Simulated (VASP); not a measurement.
# MnAs (P6_3/mmc) in VASP: further runs, part 2 of 3

VASP 6.6.1.

### Step 3. Single point, PBE, collinear spin, ferromagnetic start

This run uses another cell than the first one, of 16.79 Å³/atom, 1.010 times its volume.

INCAR reads:

```
PREC = Accurate ; ENCUT = 520
EDIFF = 1E-7 ; ISMEAR = -1
SIGMA = 0.05 ; LREAL = F
LASPH = T ; NELM = 150
ALGO = Normal ; ISIF = 2
LWAVE = F ; LCHARG = T
ISPIN = 2 ; MAGMOM = 0 0 4 4
LORBIT = 11 ; LMAXMIX = 4
GGA = PE ; LELF = T
LVHAR = T ; NBANDS = 30
```

KPOINTS reads:

```
regular mesh
0
Gamma
  7 7 4
```

POSCAR reads:

```
MnAs
1.0
    3.7100000000      0.0000000000      0.0000000000
   -1.8550000000      3.2129542480      0.0000000000
    0.0000000000      0.0000000000      5.6340900000
As Mn
2 2
Direct
    0.6666666667      0.3333333333      0.7500000000
    0.3333333333      0.6666666667      0.2500000000
    0.0000000000      0.0000000000      0.5000000000
    0.0000000000      0.0000000000      0.0000000000
```

Potentials or basis: VASP PAW PBE potentials, release 64 (As, Mn_pv).

Command:

```sh
> cat potpaw_PBE.64/As/POTCAR potpaw_PBE.64/Mn_pv/POTCAR > POTCAR
> mpirun -np 1 vasp_std > vasp.out
```

OUTCAR:

```text
PREC = Accurate
   ENCUT = 520
   EDIFF = 1E-7
   ISMEAR = -1
   LREAL = F
   LASPH = T
   NELM = 150
   ISIF = 2
   ISPIN = 2
   LORBIT = 11
   GGA = PE

 ion  position               nearest neighbor table
   1  0.667  0.333  0.750-   3 2.56   4 2.56   3 2.56   4 2.56   3 2.56   4 2.56
   2  0.333  0.667  0.250-   3 2.56   4 2.56   3 2.56   4 2.56   3 2.56   4 2.56
   3  0.000  0.000  0.500-   1 2.56   2 2.56   2 2.56   1 2.56   1 2.56   2 2.56   4 2.82   4 2.82

   4  0.000  0.000  0.000-   1 2.56   2 2.56   2 2.56   1 2.56   1 2.56   2 2.56   3 2.82   3 2.82

  LATTYP: Found a hexagonal cell.
 ALAT       =     3.7100000000
 C/A-ratio  =     1.5186226415

  Lattice vectors:

 A1 = (   3.7100000000,   0.0000000000,   0.0000000000)
 A2 = (  -1.8550000000,   3.2129542480,   0.0000000000)
 A3 = (   0.0000000000,   0.0000000000,   5.6340900000)

Analysis of symmetry for initial positions (statically):
=====================================================================
 Subroutine PRICEL returns:
 Original cell was already a primitive cell.

 Routine SETGRP: Setting up the symmetry group for a
 hexagonal supercell.

 Subroutine GETGRP returns: Found 24 space group operations
 (whereof 12 operations were pure point group operations)
 out of a pool of 24 trial point group operations.

The static configuration has the point symmetry D_3d.
 The point group associated with its full space group is D_6h.

Analysis of symmetry for dynamics (positions and initial velocities):
=====================================================================
 Subroutine PRICEL returns:
 Original cell was already a primitive cell.

 Routine SETGRP: Setting up the symmetry group for a
 hexagonal supercell.

 Subroutine GETGRP returns: Found 24 space group operations
 (whereof 12 operations were pure point group operations)
[... 164 lines left out ...]
  ---------------------------------------------------
  free energy    TOTEN  =       -28.25711614 eV

  energy without entropy =      -28.23601758  energy(sigma->0) =      -28.24656686

 E-fermi :   6.9123     XC(G=0): -11.2141

 val. band max:        6.8906734814   @ k =   0.4286  -0.0000   0.2500
 cond. band min:       6.9139344187   @ k =   0.0000   0.0000   0.2500
 fundamental gap:      0.0232609374
 Fermi energy:         6.9123111111

 spin component 1

 k-point     1 :       0.0000    0.0000    0.0000
  band No.  band energies     occupation
      1     -43.0279      1.00000
      2     -43.0279      1.00000
      3     -43.0174      1.00000
      4     -43.0174      1.00000
      5     -42.8256      1.00000
      6     -42.7179      1.00000
[... 781 lines left out ...]
     29      15.8655      0.00000
     30      15.8655      0.00000
 Fermi energy:         6.9123111111

 spin component 2

 k-point     1 :       0.0000    0.0000    0.0000
  band No.  band energies     occupation
      1     -39.5950      1.00000
      2     -39.5950      1.00000
      3     -39.5942      1.00000
      4     -39.5824      1.00000
      5     -39.5824      1.00000
      6     -39.4684      1.00000
[... 781 lines left out ...]
     29      16.3515      0.00000
     30      16.3515      0.00000

------------------------ aborting loop because EDIFF is reached ----------------------------------------

  FORCE on cell =-STRESS in cart. coord.  units (eV):
  Direction    XX          YY          ZZ          XY          YZ          ZX
  --------------------------------------------------------------------------------------
  -------------------------------------------------------------------------------------
  Total       -0.7531328     -0.7531328     -1.4484206      0.0000000      0.0000000      0.0000000
  in kB      -17.9671788    -17.9671788    -34.5543752      0.0000000      0.0000000      0.0000000
  external PRESSURE =     -23.4962442 kB  Pullay stress =       0.0000000 kB

 VOLUME and BASIS-vectors are now :
 -----------------------------------------------------------------------------
  energy-cutoff  :      520.00
  volume of cell :       67.16
      direct lattice vectors                 reciprocal lattice vectors
     3.710000000  0.000000000  0.000000000     0.269541779  0.155620019  0.000000000
    -1.855000000  3.212954248  0.000000000     0.000000000  0.311240037  0.000000000
     0.000000000  0.000000000  5.634090000     0.000000000  0.000000000  0.177490952

 POSITION                                       TOTAL-FORCE (eV/Angst)
 -----------------------------------------------------------------------------------
      1.85500      1.07098      4.22557         0.000000      0.000000      0.000000
     -0.00000      2.14197      1.40852        -0.000000     -0.000000      0.000000
      0.00000      0.00000      2.81704         0.000000      0.000000      0.000000
      0.00000      0.00000      0.00000         0.000000      0.000000      0.000000
 -----------------------------------------------------------------------------------
    total drift:                               -0.000000      0.000000     -0.000000

  FREE ENERGIE OF THE ION-ELECTRON SYSTEM (eV)
  ---------------------------------------------------
  free  energy   TOTEN  =       -28.2571161403 eV

  energy  without entropy=      -28.2360175804  energy(sigma->0) =      -28.24656686

 total charge

# of ion       s       p       d       tot
------------------------------------------
    1        1.226   1.514   0.051   2.791
    2        1.226   1.514   0.051   2.791
    3        0.283   6.245   5.062  11.591
    4        0.283   6.245   5.062  11.591
--------------------------------------------------
tot          3.017  15.520  10.226  28.763

 magnetization (x)

# of ion       s       p       d       tot
------------------------------------------
    1        0.009  -0.138   0.008  -0.120
    2        0.009  -0.138   0.008  -0.120
    3        0.036   0.026   3.127   3.189
    4        0.036   0.026   3.127   3.189
--------------------------------------------------
tot          0.092  -0.225   6.270   6.136
```

OSZICAR:

```text
N       E                     dE             d eps       ncg     rms          rms(c)
DAV:   1     0.353810404001E+03    0.35381E+03   -0.19541E+04  2984   0.131E+03
DAV:   2    -0.103588943534E+02   -0.36417E+03   -0.34711E+03  2940   0.382E+02
DAV:   3    -0.304211199428E+02   -0.20062E+02   -0.19582E+02  3372   0.971E+01
DAV:   4    -0.307667504238E+02   -0.34563E+00   -0.34482E+00  3120   0.125E+01
DAV:   5    -0.307710901164E+02   -0.43397E-02   -0.43394E-02  3302   0.154E+00    0.180E+01
DAV:   6    -0.314397669250E+02   -0.66868E+00   -0.22880E+01  3108   0.519E+01    0.206E+01
DAV:   7    -0.282042107761E+02    0.32356E+01   -0.11065E+01  3144   0.371E+01    0.568E+00
DAV:   8    -0.282527859835E+02   -0.48575E-01   -0.59896E-01  3018   0.478E+00    0.290E+00
DAV:   9    -0.282520618918E+02    0.72409E-03   -0.10917E-01  3164   0.262E+00    0.140E+00
DAV:  10    -0.282548145208E+02   -0.27526E-02   -0.16980E-02  3090   0.835E-01    0.664E-01
DAV:  11    -0.282570172500E+02   -0.22027E-02   -0.57261E-03  3066   0.609E-01    0.189E-01
DAV:  12    -0.282571094718E+02   -0.92222E-04   -0.55407E-04  3270   0.163E-01    0.575E-02
DAV:  13    -0.282571128676E+02   -0.33959E-05   -0.55902E-05  3066   0.497E-02    0.242E-02
DAV:  14    -0.282571176539E+02   -0.47862E-05   -0.13825E-05  3166   0.306E-02    0.778E-03
DAV:  15    -0.282571169402E+02    0.71367E-06   -0.91637E-07  3120   0.572E-03    0.340E-03
DAV:  16    -0.282571162530E+02    0.68723E-06   -0.15356E-07  2380   0.253E-03    0.849E-04
DAV:  17    -0.282571161249E+02    0.12807E-06   -0.37513E-08  1770   0.117E-03    0.426E-04
DAV:  18    -0.282571161403E+02   -0.15342E-07   -0.80042E-09  1620   0.547E-04
   1 F= -.28257116E+02 E0= -.28246567E+02  d E =-.210986E-01  mag=     6.2704
```

It took 2.1 min on 1 thread of Oxide Virtual Turin-like, shared host; peak memory 0.21 GiB.

Results:

- Free energy: -28.2571 eV
- Pressure: -2.3 GPa
- Net moment: 6.27 μB per cell
- Site moments: As -0.12; Mn +3.19 μB
- Valence electrons inside the program's atomic spheres: As 2.79; Mn 11.59

Caveat: only a ferromagnetic start was run, and an antiferromagnetic order may lie lower in energy.

### Step 4. Single point, PBE, collinear spin, ferromagnetic start

This run uses another cell than the first one, of 16.96 Å³/atom, 1.020 times its volume.

INCAR reads:

```
SYSTEM = MnAs
PREC = Accurate
ENCUT = 520
EDIFF = 1E-6
ISMEAR = -1
SIGMA = 0.05
LREAL = .False.
LASPH = .True.
NELM = 150
ALGO = Normal
ISIF = 2
LWAVE = .False.
LCHARG = .True.
ISPIN = 2
MAGMOM = 0 0 4 4
LORBIT = 11
LMAXMIX = 4
GGA = PE
LELF = .True.
LVHAR = .True.
NBANDS = 30
```

KPOINTS reads:

```
Automatic mesh
0
Gamma
  7 7 4
  0 0 0
```

Edit POSCAR of step 3 so:

```diff
@@ -4,3 +4,3 @@
    -1.8550000000      3.2129542480      0.0000000000
-    0.0000000000      0.0000000000      5.6340900000
+    0.0000000000      0.0000000000      5.6910000000
 As Mn
```

Command:

```sh
> cat potpaw_PBE.64/As/POTCAR potpaw_PBE.64/Mn_pv/POTCAR > POTCAR
> mpirun -np 1 vasp_std > vasp.out
```

Wall time 2.2 min (1 thread of Oxide Virtual Turin-like, shared host); peak memory 0.2 GiB.

Results (log left out):

```
Free energy                                           : -28.2399 eV
Pressure                                              : -3.0 GPa
Net moment                                            : 6.32 μB per cell
Site moments                                          : As -0.12; Mn +3.22 μB
Valence electrons inside the program's atomic spheres : As 2.79; Mn 11.57
```

Stress tensor (GPa, compression positive):
```
-2.21  0.00  0.00
 0.00 -2.21  0.00
 0.00  0.00 -4.70
```

Levels at points of the mesh, in eV from the Fermi level:
Spin up:
| k point | band 18 | band 19 | band 20 | band 21 | band 22 | band 23 | band 24 | band 25 |
| --- | --- | --- | --- | --- | --- | --- | --- | --- |
| (0.00, 0.00, 0.00) | -1.86 | -0.50 | 0.57 | 0.57 | 1.50 | 2.85 | 2.85 | 3.82 |
| (0.00, 0.00, 0.50) | -2.56 | -1.04 | -1.04 | 2.03 | 2.03 | 2.03 | 2.03 | 5.49 |
Spin down:
```csv
k point,band 12,band 13,band 14,band 15,band 16,band 17,band 18,band 19
"(0.00, 0.00, 0.00)",-1.12,-0.12,-0.12,0.02,0.02,0.53,0.53,1.28
"(0.00, 0.00, 0.50)",-1.98,-1.98,-1.98,0.42,0.42,0.42,0.42,0.75
```

Caveat: only a ferromagnetic start was run, and an antiferromagnetic order may lie lower in energy.

### Step 5. Single point, PBE, collinear spin, ferromagnetic start

This run uses another cell than the first one, of 17.13 Å³/atom, 1.031 times its volume.

INCAR reads:

```
ALGO = Normal
EDIFF = 1E-7
ENCUT = 520
GGA = PE
ISIF = 2
ISMEAR = -1
ISPIN = 2
LASPH = True
LCHARG = False
LMAXMIX = 4
LORBIT = 11
LREAL = False
LWAVE = False
MAGMOM = 0 0 4 4
NBANDS = 30
NELM = 150
PREC = Accurate
SIGMA = 0.05
```

KPOINTS reads:

```
k-points
0
Gamma
  7 7 4
```

Edit POSCAR of step 4 so:

```diff
@@ -4,3 +4,3 @@
    -1.8550000000      3.2129542480      0.0000000000
-    0.0000000000      0.0000000000      5.6910000000
+    0.0000000000      0.0000000000      5.7479100000
 As Mn
```

Command:

```sh
> cat potpaw_PBE.64/As/POTCAR potpaw_PBE.64/Mn_pv/POTCAR > POTCAR
> mpirun -np 1 vasp_std > vasp.out
```

It took 2.4 min on 1 thread of Oxide Virtual Turin-like, shared host; peak memory 0.22 GiB.

The run converged. Its results:

```
Free energy                                           : -28.2173 eV
Pressure                                              : -3.8 GPa
Net moment                                            : 6.36 μB per cell
Site moments                                          : As -0.13; Mn +3.24 μB
Valence electrons inside the program's atomic spheres : As 2.78; Mn 11.56
```

Stress tensor (GPa, compression positive):
```
-2.77  0.00  0.00
 0.00 -2.77  0.00
 0.00  0.00 -5.99
```

Levels at points of the mesh, in eV from the Fermi level:
Spin up:
```
           k point  band 19  band 20  band 21  band 22  band 23  band 24
(0.00, 0.00, 0.00)    -0.61     0.59     0.59     1.40     2.82     2.82
(0.00, 0.00, 0.50)    -1.11    -1.11     2.00     2.00     2.00     2.00
```
Spin down:
```csv
k point,band 12,band 13,band 14,band 15,band 16,band 17,band 18,band 19
"(0.00, 0.00, 0.00)",-1.08,-0.08,-0.08,0.02,0.02,0.53,0.53,1.24
"(0.00, 0.00, 0.50)",-1.93,-1.93,-1.93,0.44,0.44,0.44,0.44,0.75
```

Caveat: only a ferromagnetic start was run, and an antiferromagnetic order may lie lower in energy.

[end of part 2 of 3]
